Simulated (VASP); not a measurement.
# CdS (F-43m) in VASP: single point with HSE06

Aim: the single point of CdS with HSE06.

All numbers are computed with VASP 6.6.1; they aren't measurements. Logs are shortened: lines on timing, memory, paths and dates and some standing lists are left out, and cuts for length are marked.

**1. The cell of the first run**

It takes space group F-43m (No. 216, cubic). Conventional cell: a = 5.927 Å, b = 5.927 Å, c = 5.927 Å, α = 90.00°, β = 90.00°, γ = 90.00°. Cd (site symmetry -43m) has 4 S at 2.57 Å within 3.4 Å. Within 3.4 Å of S (site symmetry -43m) lie 4 Cd at 2.57 Å.

**2. Single point, HSE06**

Input file POSCAR:

```
CdS
1.0
    0.0000000000      2.9633438422      2.9633438422
    2.9633438422      0.0000000000      2.9633438422
    2.9633438422      2.9633438422      0.0000000000
Cd S
1 1
Direct
    0.0000000000      0.0000000000      0.0000000000
    0.2500000000      0.2500000000      0.2500000000
```

Input file INCAR.step1:

```
PREC = Accurate
ENCUT = 400
EDIFF = 1E-5
ISMEAR = 0
SIGMA = 0.01
LREAL = F
LASPH = T
NELM = 120
ALGO = Normal
ISIF = 2
LWAVE = T
LCHARG = F
GGA = PE
NBANDS = 16
GGA_COMPAT = F
```

Input file INCAR.step2:

```
PREC = Accurate
ENCUT = 400
EDIFF = 1E-6
ISMEAR = 0
SIGMA = 0.01
LREAL = F
LASPH = T
NELM = 120
ALGO = Normal
ISIF = 2
LWAVE = F
LCHARG = F
GGA = PE
LHFCALC = T
HFSCREEN = 0.2079
PRECFOCK = Normal
ISTART = 1
NBANDS = 16
GGA_COMPAT = F
```

Input file KPOINTS:

```
regular mesh
0
Gamma
  6 6 6
```

Potentials or basis: VASP PAW PBE potentials, release 64 (Cd, S).

Run with:

```console
$ cat potpaw_PBE.64/Cd/POTCAR potpaw_PBE.64/S/POTCAR > POTCAR
$ cp INCAR.step1 INCAR
$ mpirun -np 1 vasp_std > vasp.out
$ cp INCAR.step2 INCAR
$ mpirun -np 1 vasp_std > vasp.out
```

OUTCAR:

```text
PREC = Accurate
   ENCUT = 400
   EDIFF = 1E-6
   ISMEAR = 0
   LREAL = F
   LASPH = T
   NELM = 120
   ISIF = 2
   GGA = PE
   LHFCALC = T
   HFSCREEN = 0.2079
   PRECFOCK = Normal
   ISTART = 1

 ion  position               nearest neighbor table
   1  0.000  0.000  0.000-   2 2.57   2 2.57   2 2.57   2 2.57
   2  0.250  0.250  0.250-   1 2.57   1 2.57   1 2.57   1 2.57

  LATTYP: Found a face centered cubic cell.
 ALAT       =     5.9266876844

  Lattice vectors:

 A1 = (   0.0000000000,   2.9633438422,   2.9633438422)
 A2 = (   2.9633438422,   0.0000000000,   2.9633438422)
 A3 = (   2.9633438422,   2.9633438422,   0.0000000000)

Analysis of symmetry for initial positions (statically):
=====================================================================
 Subroutine PRICEL returns:
 Original cell was already a primitive cell.

 Routine SETGRP: Setting up the symmetry group for a
 face centered cubic supercell.

 Subroutine GETGRP returns: Found 24 space group operations
 (whereof 24 operations were pure point group operations)
 out of a pool of 48 trial point group operations.

The static configuration has the point symmetry T_d .

Analysis of symmetry for dynamics (positions and initial velocities):
=====================================================================
 Subroutine PRICEL returns:
 Original cell was already a primitive cell.

 Routine SETGRP: Setting up the symmetry group for a
 face centered cubic supercell.

 Subroutine GETGRP returns: Found 24 space group operations
 (whereof 24 operations were pure point group operations)
 out of a pool of 48 trial point group operations.

The dynamic configuration has the point symmetry T_d .

 Subroutine INISYM returns: Found 24 space group operations
 (whereof 24 operations are pure point group operations),
 and found     1 'primitive' translations

----------------------------------------------------------------------------------------

                                     Primitive cell

  volume of cell :      52.0447

  direct lattice vectors                    reciprocal lattice vectors
     0.000000000  2.963343842  2.963343842    -0.168728311  0.168728311  0.168728311
     2.963343842  0.000000000  2.963343842     0.168728311 -0.168728311  0.168728311
     2.963343842  2.963343842  0.000000000     0.168728311  0.168728311 -0.168728311

  length of vectors
     4.190801052  4.190801052  4.190801052     0.292246007  0.292246007  0.292246007

  position of ions in fractional coordinates (direct lattice)
     0.000000000  0.000000000  0.000000000
     0.250000000  0.250000000  0.250000000

  ion indices of the primitive-cell ions
   primitive index   ion index
                 1           1
                 2           2

----------------------------------------------------------------------------------------

 KPOINTS: regular mesh

Automatic generation of k-mesh.
 Grid dimensions read from file:
 generate k-points for:    6    6    6

 Generating k-lattice:

  Cartesian coordinates                     Fractional coordinates (reciprocal lattice)
    -0.028121385  0.028121385  0.028121385     0.166666667  0.000000000  0.000000000
     0.028121385 -0.028121385  0.028121385     0.000000000  0.166666667  0.000000000
     0.028121385  0.028121385 -0.028121385     0.000000000  0.000000000  0.166666667

  Length of vectors
     0.048707668  0.048707668  0.048707668

  Shift w.r.t. Gamma in fractional coordinates (k-lattice)
     0.000000000  0.000000000  0.000000000

 Subroutine IBZKPT returns following result:
 ===========================================

 Found     16 irreducible k-points:

 Following reciprocal coordinates:
            Coordinates               Weight
  0.000000  0.000000  0.000000      1.000000
  0.166667  0.000000  0.000000      8.000000
  0.333333  0.000000  0.000000      8.000000
  0.500000  0.000000  0.000000      4.000000
  0.166667  0.166667  0.000000      6.000000
  0.333333  0.166667  0.000000     24.000000
[... 8 lines left out ...]
 -0.333333  0.333333  0.166667     24.000000
 -0.333333  0.500000  0.166667     12.000000
   k-points           NKPTS =     16   k-points in BZ     NKDIM =    216   number of bands    NBANDS=     16
   number of dos      NEDOS =    301   number of ions     NIONS =      2
   total plane-waves  NPLWV =  21952
   dimension x,y,z NGX =    28 NGY =   28 NGZ =   28
   dimension x,y,z NGXF=    56 NGYF=   56 NGZF=   56
   ions per type =               1   1
   NGX,Y,Z   is equivalent  to a cutoff of  11.11, 11.11, 11.11 a.u.
   NGXF,Y,Z  is equivalent  to a cutoff of  22.21, 22.21, 22.21 a.u.
 SYSTEM =  unknown system
   PREC   = accura    normal or accurate (medium, high low for compatibility)
   ISTART =      1    job   : 0-new  1-cont  2-samecut
   ICHARG =      0    charge: 1-file 2-atom 10-const
   ISPIN  =      1    spin polarized calculation?
   LNONCOLLINEAR =      F non collinear calculations
   LSORBIT =      F    spin-orbit coupling
   LASPH  =      T    aspherical Exc in radial PAW
   ENCUT  =  400.0 eV  29.40 Ry    5.42 a.u.   6.83  6.83  6.83*2*pi/ulx,y,z
   NELM   =    120;   NELMIN=  2; NELMDL=  0     # of ELM steps
   EDIFF  = 0.1E-05   stopping-criterion for ELM
   LREAL  =      F    real-space projection
   EDIFFG = 0.1E-04   stopping-criterion for IOM
   NSW    =      0    number of steps for IOM
   IBRION =     -1    ionic relax: 0-MD 1-quasi-New 2-CG
   NFREE  =      0    steps in history (QN), initial steepest desc. (CG)
   ISIF   =      2    stress and relaxation
   ISYM   =      3    0-nonsym 1-usesym 2-fastsym
   POTIM  = 0.5000    time-step for ionic-motion
   TEBEG  =    0.0;   TEEND  =   0.0 temperature during run
   PSTRESS=    0.0 pullay stress
   NELECT =      18.0000    total number of electrons
   NUPDOWN=      -1.0000    fix difference up-down
   EMIN   =  10.00;   EMAX   =-10.00  energy-range for DOS
   EFERMI =   0.00;   METHOD = LEGACY
   ISMEAR =     0;   SIGMA  =   0.01  broadening in eV -4-tet -1-fermi 0-gaus
   EFERMI_NEDOS =   21; number of points for ismear=-14 and -15
   IALGO  =     38    algorithm
   IMIX   =      1    mixing-type and parameters
     AMIX     =   0.40;   BMIX     =  1.00
     AMIX_MAG =   1.60;   BMIX_MAG =  1.00
  volume/ion in A,a.u.               =      26.02       175.61
  Fermi-wavevector in a.u.,A,eV,Ry     =   1.149142  2.171563 17.966859  1.320527
  Thomas-Fermi vector in A             =   2.285813
   LORBIT       =      0    0 simple, 1 ext, 2 COOP (PROOUT), +10 PAW based schemes
   GGA     = PE    functional components
   LHFCALC =     T    Hartree Fock is set to
   PRECFOCK=normal    Normal, Fast or Accurate (Low or Medium for compatibility)
   ENCUT4O =  -1.0   cutoff for four orbital integrals eV
   NKREDX  =     1    reduce k-point grid by
   NKREDY  =     1    reduce k-point grid by
   NKREDZ  =     1    reduce k-point grid by
   AEXX    =    0.2500 exact exchange contribution
   HFSCREEN=    0.2079 screening length (either q_TF or 0.3 A-1)
   HFSCREENC=   0.2079 screening length for correlation (either q_TF or 0.3 A-1)
   ENCUTFOCK=  -1.0 apply spherical cutoff to Coloumb kernel
   IVDW    =     0    specifies the selected vdW correction
   LEPSILON=     F    determine dielectric tensor
   LRPA    =     F    only Hartree local field effects (RPA)
 non-spin polarized calculation
 Gauss-broadening in eV      SIGMA  =   0.01
  energy-cutoff  :      400.00
  volume of cell :       52.04
 maximum number of plane-waves:       960
  NGX = 24; NGY = 24; NGZ = 24

 number of electron      18.0000004 magnetization

 Free energy of the ion-electron system (eV)
  ---------------------------------------------------
  ext. energy  EPLUGINS =         0.00000000
  ---------------------------------------------------
  free energy    TOTEN  =        -7.61400497 eV

  energy without entropy =       -7.61400497  energy(sigma->0) =       -7.61400497

 E-fermi :   0.3690     XC(G=0):  -7.4185

 val. band max:        0.2760068431   @ k =   0.0000   0.0000   0.0000
 cond. band min:       2.3204851899   @ k =   0.0000   0.0000   0.0000
 fundamental gap:      2.0444783468
 Fermi energy:         0.3690439550

 k-point     1 :       0.0000    0.0000    0.0000
  band No.  band energies     occupation
      1     -12.9903      2.00000
      2      -8.4325      2.00000
      3      -8.4325      2.00000
      4      -8.4325      2.00000
      5      -8.0118      2.00000
      6      -8.0118      2.00000
[... 8 lines left out ...]
     15      12.9736      0.00000
     16      12.9736      0.00000

 k-point     2 :       0.1667    0.0000    0.0000
  band No.  band energies     occupation
      1     -12.8876      2.00000
      2      -8.3994      2.00000
      3      -8.3994      2.00000
      4      -8.3239      2.00000
      5      -8.0119      2.00000
      6      -8.0119      2.00000
[... 8 lines left out ...]
     15      12.1201      0.00000
     16      13.1311      0.00000

 k-point     3 :       0.3333    0.0000    0.0000
  band No.  band energies     occupation
      1     -12.6835      2.00000
      2      -8.3451      2.00000
      3      -8.3451      2.00000
      4      -7.9984      2.00000
      5      -7.9984      2.00000
      6      -7.9623      2.00000
[... 8 lines left out ...]
     15      12.5723      0.00000
     16      12.5723      0.00000

 k-point     4 :       0.5000    0.0000    0.0000
  band No.  band energies     occupation
      1     -12.5835      2.00000
      2      -8.3259      2.00000
      3      -8.3259      2.00000
      4      -7.9822      2.00000
      5      -7.9822      2.00000
      6      -7.6381      2.00000
[... 8 lines left out ...]
     15      14.1205      0.00000
     16      14.1205      0.00000
[... 172 lines left out ...]
 k-point    14 :       0.5000    0.3333    0.1667
  band No.  band energies     occupation
      1     -12.5546      2.00000
      2      -8.2668      2.00000
      3      -8.2541      2.00000
      4      -8.0855      2.00000
      5      -7.9784      2.00000
      6      -7.6972      2.00000
[... 8 lines left out ...]
     15      14.4704      0.00000
     16      14.8191      0.00000

 k-point    15 :      -0.3333    0.3333    0.1667
  band No.  band energies     occupation
      1     -12.4915      2.00000
      2      -8.2592      2.00000
      3      -8.2247      2.00000
      4      -8.0472      2.00000
      5      -7.9953      2.00000
      6      -7.4710      2.00000
[... 8 lines left out ...]
     15      13.9151      0.00000
     16      14.9035      0.00000

 k-point    16 :      -0.3333    0.5000    0.1667
  band No.  band energies     occupation
      1     -12.4606      2.00000
      2      -8.2147      2.00000
      3      -8.2004      2.00000
      4      -8.0810      2.00000
      5      -7.9762      2.00000
      6      -7.4404      2.00000
[... 8 lines left out ...]
     15      14.7604      0.00000
     16      14.8178      0.00000

------------------------ aborting loop because EDIFF is reached ----------------------------------------

  FORCE on cell =-STRESS in cart. coord.  units (eV):
  Direction    XX          YY          ZZ          XY          YZ          ZX
  --------------------------------------------------------------------------------------
  -------------------------------------------------------------------------------------
  Total       -0.4470968     -0.4470968     -0.4470968      0.0000000      0.0000000     -0.0000000
  in kB      -13.7637253    -13.7637253    -13.7637253      0.0000000      0.0000000     -0.0000000
  external PRESSURE =     -13.7637253 kB  Pullay stress =       0.0000000 kB

 VOLUME and BASIS-vectors are now :
 -----------------------------------------------------------------------------
  energy-cutoff  :      400.00
  volume of cell :       52.04
      direct lattice vectors                 reciprocal lattice vectors
     0.000000000  2.963343842  2.963343842    -0.168728311  0.168728311  0.168728311
     2.963343842  0.000000000  2.963343842     0.168728311 -0.168728311  0.168728311
     2.963343842  2.963343842  0.000000000     0.168728311  0.168728311 -0.168728311

 POSITION                                       TOTAL-FORCE (eV/Angst)
 -----------------------------------------------------------------------------------
      0.00000      0.00000      0.00000         0.000000      0.000000     -0.000000
      1.48167      1.48167      1.48167        -0.000000     -0.000000      0.000000
 -----------------------------------------------------------------------------------
    total drift:                                0.000066      0.000057      0.000042

  FREE ENERGIE OF THE ION-ELECTRON SYSTEM (eV)
  ---------------------------------------------------
  free  energy   TOTEN  =        -7.6140049698 eV

  energy  without entropy=       -7.6140049698  energy(sigma->0) =       -7.61400497
```

Wall time 22 min (1 thread of Intel Xeon Platinum 8488C (Sapphire Rapids), shared host); peak memory 0.27 GiB.

Results:

| Quantity | Value |
| --- | --- |
| Free energy | -7.6140 eV |
| Pressure | -1.4 GPa |
| Band gap on the k mesh | 2.04 eV |

Caveat: the PAW data sets were made with another functional, which shifts forces and pressure a little.
